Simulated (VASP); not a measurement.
# K (Cmce) in VASP: further runs

The runs below take K through single point, with r2SCAN.

Everything below comes from runs of VASP 6.6.1. Logs are shortened: lines on timing, memory, paths and dates and some standing lists are left out, and cuts for length are marked.

### 1 The cell of the first run

It takes space group Cmce (No. 64, orthorhombic). The conventional cell has a = 7.244 Å, b = 12.277 Å, c = 7.253 Å, α = 90.00°, β = 90.00°, γ = 90.00°. Within 5.1 Å of K (site symmetry m) lie 7 K at 3.91 to 4.49 Å.

### 2 Single point, r2SCAN

File POSCAR:

```
K
1.0
    3.6218532898     -6.1383696611      0.0000000000
    3.6218532898      6.1383696611      0.0000000000
    0.0000000000      0.0000000000      7.2533419444
K
4
Direct
    0.1525000000      0.8475000000      0.0785000000
    0.6525000000      0.3475000000      0.4215000000
    0.8475000000      0.1525000000      0.9215000000
    0.3475000000      0.6525000000      0.5785000000
```

File INCAR.step1:

```
  PREC = Accurate
  ENCUT = 520
  ISMEAR = 0
  SIGMA = 0.1
  LREAL = False
  LASPH = True
  NELM = 100
  NBANDS = 26
  GGA = PE
  ALGO = Normal
  EDIFF = 1E-4
  LWAVE = True
  LCHARG = False
```

File INCAR.step2:

```
  PREC = Accurate
  ENCUT = 520
  EDIFF = 1E-6
  ISMEAR = 0
  SIGMA = 0.1
  LREAL = False
  LASPH = True
  NELM = 100
  ALGO = Normal
  ISIF = 2
  LWAVE = False
  LCHARG = False
  METAGGA = R2SCAN
  LMIXTAU = True
  NBANDS = 26
  ISTART = 1
```

File KPOINTS:

```
Automatic mesh
0
Gamma
  4 4 4
```

Potentials or basis: VASP PAW PBE potentials, release 64 (K_sv).

On the command line:

```bash
> cat potpaw_PBE.64/K_sv/POTCAR > POTCAR
> cp INCAR.step1 INCAR
> mpirun -np 1 vasp_std > vasp.out
> cp INCAR.step2 INCAR
> mpirun -np 1 vasp_std > vasp.out
```

OUTCAR:

```text
PREC = Accurate
   ENCUT = 520
   EDIFF = 1E-6
   ISMEAR = 0
   LREAL = False
   LASPH = True
   NELM = 100
   ISIF = 2
   METAGGA = R2SCAN
   ISTART = 1

 ion  position               nearest neighbor table
   1  0.153  0.847  0.078-
   2  0.653  0.347  0.422-
   3  0.847  0.153  0.922-
   4  0.347  0.653  0.578-

  LATTYP: Found a base centered orthorhombic cell.
 ALAT       =     7.2437065796
 B/A-ratio  =     1.6948145521
 C/A-ratio  =     1.0013301705

  Lattice vectors:

 A1 = (   3.6218532898,  -6.1383696611,   0.0000000000)
 A2 = (   3.6218532898,   6.1383696611,   0.0000000000)
 A3 = (   0.0000000000,   0.0000000000,   7.2533419444)

Analysis of symmetry for initial positions (statically):
=====================================================================
 Subroutine PRICEL returns:
 Original cell was already a primitive cell.

 Routine SETGRP: Setting up the symmetry group for a
 base centered orthorhombic supercell.

 Subroutine GETGRP returns: Found  8 space group operations
 (whereof  4 operations were pure point group operations)
 out of a pool of  8 trial point group operations.

The static configuration has the point symmetry C_2h.
 The point group associated with its full space group is D_2h.

Analysis of symmetry for dynamics (positions and initial velocities):
=====================================================================
 Subroutine PRICEL returns:
 Original cell was already a primitive cell.

 Routine SETGRP: Setting up the symmetry group for a
 base centered orthorhombic supercell.

 Subroutine GETGRP returns: Found  8 space group operations
 (whereof  4 operations were pure point group operations)
 out of a pool of  8 trial point group operations.

The dynamic configuration has the point symmetry C_2h.
 The point group associated with its full space group is D_2h.

 Subroutine INISYM returns: Found  8 space group operations
 (whereof  4 operations are pure point group operations),
 and found     1 'primitive' translations

----------------------------------------------------------------------------------------

                                     Primitive cell

  volume of cell :     322.5166

  direct lattice vectors                    reciprocal lattice vectors
     3.621853290 -6.138369661  0.000000000     0.138050871 -0.081454853  0.000000000
     3.621853290  6.138369661  0.000000000     0.138050871  0.081454853  0.000000000
     0.000000000  0.000000000  7.253341944     0.000000000  0.000000000  0.137867483

  length of vectors
     7.127229711  7.127229711  7.253341944     0.160290162  0.160290162  0.137867483

  position of ions in fractional coordinates (direct lattice)
     0.152500000  0.847500000  0.078500000
     0.652500000  0.347500000  0.421500000
     0.847500000  0.152500000  0.921500000
     0.347500000  0.652500000  0.578500000

  ion indices of the primitive-cell ions
   primitive index   ion index
                 1           1
                 2           2
                 3           3
                 4           4

----------------------------------------------------------------------------------------

 KPOINTS: Automatic mesh

Automatic generation of k-mesh.
 Grid dimensions read from file:
 generate k-points for:    4    4    4

 Generating k-lattice:

  Cartesian coordinates                     Fractional coordinates (reciprocal lattice)
     0.034512718 -0.020363713  0.000000000     0.250000000  0.000000000  0.000000000
     0.034512718  0.020363713  0.000000000     0.000000000  0.250000000  0.000000000
     0.000000000  0.000000000  0.034466871     0.000000000  0.000000000  0.250000000

  Length of vectors
     0.040072540  0.040072540  0.034466871

  Shift w.r.t. Gamma in fractional coordinates (k-lattice)
     0.000000000  0.000000000  0.000000000

 Subroutine IBZKPT returns following result:
 ===========================================

 Found     21 irreducible k-points:

 Following reciprocal coordinates:
            Coordinates               Weight
  0.000000  0.000000  0.000000      1.000000
  0.250000 -0.000000  0.000000      4.000000
  0.500000 -0.000000  0.000000      2.000000
  0.250000  0.250000  0.000000      2.000000
  0.500000  0.250000  0.000000      4.000000
 -0.250000  0.250000  0.000000      2.000000
[... 13 lines left out ...]
 -0.250000  0.250000  0.500000      2.000000
  0.500000  0.500000  0.500000      1.000000
   k-points           NKPTS =     21   k-points in BZ     NKDIM =     21   number of bands    NBANDS=     26
   number of dos      NEDOS =    301   number of ions     NIONS =      4
   total plane-waves  NPLWV = 157464
   dimension x,y,z NGX =    54 NGY =   54 NGZ =   54
   dimension x,y,z NGXF=   108 NGYF=  108 NGZF=  108
   ions per type =               4
   NGX,Y,Z   is equivalent  to a cutoff of  12.60, 12.60, 12.38 a.u.
   NGXF,Y,Z  is equivalent  to a cutoff of  25.19, 25.19, 24.75 a.u.
 SYSTEM =  unknown system
   PREC   = accura    normal or accurate (medium, high low for compatibility)
   ISTART =      1    job   : 0-new  1-cont  2-samecut
   ICHARG =      0    charge: 1-file 2-atom 10-const
   ISPIN  =      1    spin polarized calculation?
   LNONCOLLINEAR =      F non collinear calculations
   LSORBIT =      F    spin-orbit coupling
   LASPH  =      T    aspherical Exc in radial PAW
   ENCUT  =  520.0 eV  38.22 Ry    6.18 a.u.  13.25 13.25 13.49*2*pi/ulx,y,z
   NELM   =    100;   NELMIN=  2; NELMDL=  0     # of ELM steps
   EDIFF  = 0.1E-05   stopping-criterion for ELM
   LREAL  =      F    real-space projection
   EDIFFG = 0.1E-04   stopping-criterion for IOM
   NSW    =      0    number of steps for IOM
   IBRION =     -1    ionic relax: 0-MD 1-quasi-New 2-CG
   NFREE  =      0    steps in history (QN), initial steepest desc. (CG)
   ISIF   =      2    stress and relaxation
   ISYM   =      2    0-nonsym 1-usesym 2-fastsym
   POTIM  = 0.5000    time-step for ionic-motion
   TEBEG  =    0.0;   TEEND  =   0.0 temperature during run
   PSTRESS=    0.0 pullay stress
   NELECT =      36.0000    total number of electrons
   NUPDOWN=      -1.0000    fix difference up-down
   EMIN   =  10.00;   EMAX   =-10.00  energy-range for DOS
   EFERMI =   0.00;   METHOD = LEGACY
   ISMEAR =     0;   SIGMA  =   0.10  broadening in eV -4-tet -1-fermi 0-gaus
   EFERMI_NEDOS =   21; number of points for ismear=-14 and -15
   IALGO  =     38    algorithm
   IMIX   =      4    mixing-type and parameters
     AMIX     =   0.40;   BMIX     =  1.00
     AMIX_MAG =   1.60;   BMIX_MAG =  1.00
  volume/ion in A,a.u.               =      80.63       544.11
  Fermi-wavevector in a.u.,A,eV,Ry     =   0.788240  1.489557  8.453597  0.621322
  Thomas-Fermi vector in A             =   1.893141
   LORBIT       =      0    0 simple, 1 ext, 2 COOP (PROOUT), +10 PAW based schemes
   METAGGA = R2SCAN    functional components
   LHFCALC =     F    Hartree Fock is set to
   AEXX    =    0.0000 exact exchange contribution
   IVDW    =     0    specifies the selected vdW correction
   LEPSILON=     F    determine dielectric tensor
   LRPA    =     F    only Hartree local field effects (RPA)
 non-spin polarized calculation
 Gauss-broadening in eV      SIGMA  =   0.10
  energy-cutoff  :      520.00
  volume of cell :      322.52
 maximum number of plane-waves:      8740
 NGX is ok and might be reduce to    54
   NGX = 27   NGY = 27   NGZ = 27

 number of electron      35.9999999 magnetization

 Free energy of the ion-electron system (eV)
  ---------------------------------------------------
  ext. energy  EPLUGINS =         0.00000000
  ---------------------------------------------------
  free energy    TOTEN  =       -23.35111067 eV

  energy without entropy =      -23.32604331  energy(sigma->0) =      -23.33857699

 E-fermi :  -0.2766     XC(G=0):  -5.6717

 val. band max:       -0.3125382450   @ k =   0.5000   0.5000   0.5000
 cond. band min:      -0.2233805909   @ k =   0.5000   0.2500   0.2500
 fundamental gap:      0.0891576541
 Fermi energy:        -0.2766389381

 k-point     1 :       0.0000    0.0000    0.0000
  band No.  band energies     occupation
      1     -34.1638      2.00000
      2     -34.1568      2.00000
      3     -34.1514      2.00000
      4     -34.1509      2.00000
      5     -16.9447      2.00000
      6     -16.9228      2.00000
[... 18 lines left out ...]
     25       2.3327      0.00000
     26       2.5076      0.00000

 k-point     2 :       0.2500   -0.0000    0.0000
  band No.  band energies     occupation
      1     -34.1625      2.00000
      2     -34.1573      2.00000
      3     -34.1518      2.00000
      4     -34.1512      2.00000
      5     -16.9416      2.00000
      6     -16.9252      2.00000
[... 18 lines left out ...]
     25       2.3887      0.00000
     26       2.8752      0.00000

 k-point     3 :       0.5000   -0.0000    0.0000
  band No.  band energies     occupation
      1     -34.1595      2.00000
      2     -34.1595      2.00000
      3     -34.1519      2.00000
      4     -34.1519      2.00000
      5     -16.9333      2.00000
      6     -16.9333      2.00000
[... 18 lines left out ...]
     25       2.7357      0.00000
     26       2.7357      0.00000

 k-point     4 :       0.2500    0.2500    0.0000
  band No.  band energies     occupation
      1     -34.1609      2.00000
      2     -34.1572      2.00000
      3     -34.1542      2.00000
      4     -34.1505      2.00000
      5     -16.9394      2.00000
      6     -16.9259      2.00000
[... 18 lines left out ...]
     25       2.1691      0.00000
     26       2.5223      0.00000

 k-point     5 :       0.5000    0.2500    0.0000
  band No.  band energies     occupation
      1     -34.1592      2.00000
      2     -34.1586      2.00000
      3     -34.1544      2.00000
      4     -34.1504      2.00000
      5     -16.9321      2.00000
      6     -16.9316      2.00000
[... 18 lines left out ...]
     25       2.1702      0.00000
     26       2.3504      0.00000

 k-point     6 :      -0.2500    0.2500    0.0000
  band No.  band energies     occupation
      1     -34.1619      2.00000
      2     -34.1575      2.00000
      3     -34.1528      2.00000
      4     -34.1507      2.00000
      5     -16.9386      2.00000
      6     -16.9257      2.00000
[... 340 lines left out ...]
 k-point    18 :       0.2500    0.2500    0.5000
  band No.  band energies     occupation
      1     -34.1590      2.00000
      2     -34.1590      2.00000
      3     -34.1523      2.00000
      4     -34.1523      2.00000
      5     -16.9382      2.00000
      6     -16.9382      2.00000
[... 18 lines left out ...]
     25       2.9604      0.00000
     26       2.9604      0.00000

 k-point    19 :       0.5000    0.2500    0.5000
  band No.  band energies     occupation
      1     -34.1587      2.00000
      2     -34.1587      2.00000
      3     -34.1527      2.00000
      4     -34.1527      2.00000
      5     -16.9352      2.00000
      6     -16.9352      2.00000
[... 18 lines left out ...]
     25       2.6418      0.00000
     26       2.6418      0.00000

 k-point    20 :      -0.2500    0.2500    0.5000
  band No.  band energies     occupation
      1     -34.1596      2.00000
      2     -34.1596      2.00000
      3     -34.1518      2.00000
      4     -34.1518      2.00000
      5     -16.9348      2.00000
      6     -16.9348      2.00000
[... 18 lines left out ...]
     25       2.6305      0.00000
     26       2.6305      0.00000

 k-point    21 :       0.5000    0.5000    0.5000
  band No.  band energies     occupation
      1     -34.1583      2.00000
      2     -34.1583      2.00000
      3     -34.1530      2.00000
      4     -34.1530      2.00000
      5     -16.9323      2.00000
      6     -16.9323      2.00000
[... 18 lines left out ...]
     25       2.9956      0.00000
     26       2.9956      0.00000

------------------------ aborting loop because EDIFF is reached ----------------------------------------

  FORCE on cell =-STRESS in cart. coord.  units (eV):
  Direction    XX          YY          ZZ          XY          YZ          ZX
  --------------------------------------------------------------------------------------
  -------------------------------------------------------------------------------------
  Total        0.4072590      0.7269238      0.2428103      0.0000000      0.0000000      0.0000000
  in kB        2.0231553      3.6111659      1.2062176      0.0000000      0.0000000      0.0000000
  external PRESSURE =       2.2801796 kB  Pullay stress =       0.0000000 kB

 VOLUME and BASIS-vectors are now :
 -----------------------------------------------------------------------------
  energy-cutoff  :      520.00
  volume of cell :      322.52
      direct lattice vectors                 reciprocal lattice vectors
     3.621853290 -6.138369661  0.000000000     0.138050871 -0.081454853  0.000000000
     3.621853290  6.138369661  0.000000000     0.138050871  0.081454853  0.000000000
     0.000000000  0.000000000  7.253341944     0.000000000  0.000000000  0.137867483

 POSITION                                       TOTAL-FORCE (eV/Angst)
 -----------------------------------------------------------------------------------
      3.62185      4.26617      0.56939         0.000000      0.014032     -0.016438
      3.62185     -1.87220      3.05728         0.000000      0.014032      0.016438
      3.62185     -4.26617      6.68395         0.000000     -0.014032      0.016438
      3.62185      1.87220      4.19606         0.000000     -0.014032     -0.016438
 -----------------------------------------------------------------------------------
    total drift:                                0.000000      0.000000     -0.000000

  FREE ENERGIE OF THE ION-ELECTRON SYSTEM (eV)
  ---------------------------------------------------
  free  energy   TOTEN  =       -23.3511106712 eV

  energy  without entropy=      -23.3260433076  energy(sigma->0) =      -23.33857699
```

It took 21 min on 1 thread of AMD EPYC 7R13 (Zen 3), shared host; peak memory 0.44 GiB.

What came out:

```
Free energy            : -23.3511 eV
Pressure               : 0.2 GPa
Largest force          : 0.022 eV/Å
Band gap on the k mesh : zero (band 18 reaches 0.61 eV, above the bottom of band 19 at -0.48 eV)
```

Forces in eV/Å, atoms in the order of the input:
```
K    0.000  0.014 -0.016
K    0.000  0.014  0.016
K    0.000 -0.014  0.016
K    0.000 -0.014 -0.016
```

Levels at points of the mesh, in eV from the Fermi level:
```tsv
k point	band 16	band 17	band 18	band 19	band 20	band 21
(0.00, 0.00, 0.00)	-16.54	-2.15	0.89	0.95	1.51	1.67
(0.50, 0.00, 0.00)	-16.54	-1.00	-1.00	1.02	1.02	1.65
(0.50, 0.50, 0.00)	-16.53	-1.14	-0.78	0.89	0.97	1.58
(0.00, 0.00, 0.50)	-16.54	-1.29	-1.29	1.79	1.79	2.20
(0.50, 0.00, 0.50)	-16.55	-0.25	-0.25	-0.20	-0.20	1.49
(0.50, 0.50, 0.50)	-16.54	-0.32	-0.32	-0.04	-0.04	1.39
```

Caveat: the PAW data sets were made with another functional, which shifts forces and pressure a little.

### 3 Single point, r2SCAN

This run uses another cell than the first one, of 80.29 Å³/atom, 0.996 times its volume.

File POSCAR:

```
K
1.0
    4.4833177487     -2.9631300627      0.0000000000
    4.4833177487      2.9631300627      0.0000000000
    0.0000000000      0.0000000000     12.0873459909
K
4
Direct
    0.8500000000      0.1500000000      0.1170000000
    0.6500000000      0.3500000000      0.6170000000
    0.1500000000      0.8500000000      0.8830000000
    0.3500000000      0.6500000000      0.3830000000
```

File INCAR.step1:

```
SYSTEM = K
ALGO = Normal ; EDIFF = 1E-4
ENCUT = 520 ; GGA = PE
ISMEAR = 0 ; LASPH = .True.
LCHARG = .False. ; LREAL = .False.
LWAVE = .True. ; NBANDS = 26
NELM = 100 ; PREC = Accurate
SIGMA = 0.1
```

File INCAR.step2:

```
SYSTEM = K
ALGO = Normal ; EDIFF = 1E-7
ENCUT = 520 ; ISIF = 2
ISMEAR = 0 ; ISTART = 1
LASPH = .True. ; LCHARG = .False.
LMIXTAU = .True. ; LREAL = .False.
LWAVE = .False. ; METAGGA = R2SCAN
NBANDS = 26 ; NELM = 100
PREC = Accurate ; SIGMA = 0.1
```

File KPOINTS:

```
k-points
0
Gamma
  4 4 2
  0 0 0
```

Potentials or basis: VASP PAW PBE potentials, release 64 (K_sv).

On the command line:

```bash
> cat potpaw_PBE.64/K_sv/POTCAR > POTCAR
> cp INCAR.step1 INCAR
> mpirun -np 1 vasp_std > vasp.out
> cp INCAR.step2 INCAR
> mpirun -np 1 vasp_std > vasp.out
```

Wall time 17 min (1 thread of Oxide Virtual Turin-like, shared host); peak memory 0.38 GiB.

The run converged. Its results:

```
Free energy            : -23.4174 eV
Pressure               : 0.0 GPa
Largest force          : 0.464 eV/Å
Band gap on the k mesh : zero (band 18 reaches 0.12 eV, above the bottom of band 19 at -1.16 eV)
```

Forces in eV/Å, atoms in the order of the input:
```
K    0.000  0.309  0.346
K    0.000 -0.309  0.346
K    0.000 -0.309 -0.346
K    0.000  0.309 -0.346
```

Stress tensor (GPa, compression positive):
```
-1.03  0.00  0.00
 0.00  0.13  0.00
 0.00  0.00  0.89
```

Levels at points of the mesh, in eV from the Fermi level:
| k point | band 14 | band 15 | band 16 | band 17 | band 18 | band 19 | band 20 | band 21 | band 22 | band 23 |
| --- | --- | --- | --- | --- | --- | --- | --- | --- | --- | --- |
| (0.00, 0.00, 0.00) | -16.56 | -16.54 | -16.53 | -2.07 | -0.88 | -0.85 | 1.57 | 2.48 | 2.91 | 3.27 |
| (0.50, 0.00, 0.00) | -16.56 | -16.53 | -16.53 | -0.32 | -0.32 | 0.71 | 0.71 | 0.73 | 0.73 | 2.72 |
| (0.50, 0.50, 0.00) | -16.56 | -16.54 | -16.53 | -0.01 | 0.03 | 0.81 | 0.89 | 1.13 | 1.16 | 1.67 |
| (0.00, 0.00, 0.50) | -16.56 | -16.53 | -16.53 | -1.76 | -1.76 | 0.46 | 0.46 | 3.02 | 3.02 | 3.19 |
| (0.50, 0.00, 0.50) | -16.56 | -16.53 | -16.53 | -0.06 | -0.06 | -0.04 | -0.04 | 1.80 | 1.80 | 1.92 |
| (0.50, 0.50, 0.50) | -16.57 | -16.53 | -16.53 | 0.24 | 0.24 | 0.32 | 0.32 | 1.67 | 1.67 | 1.79 |

Caveat: the PAW data sets were made with another functional, which shifts forces and pressure a little.
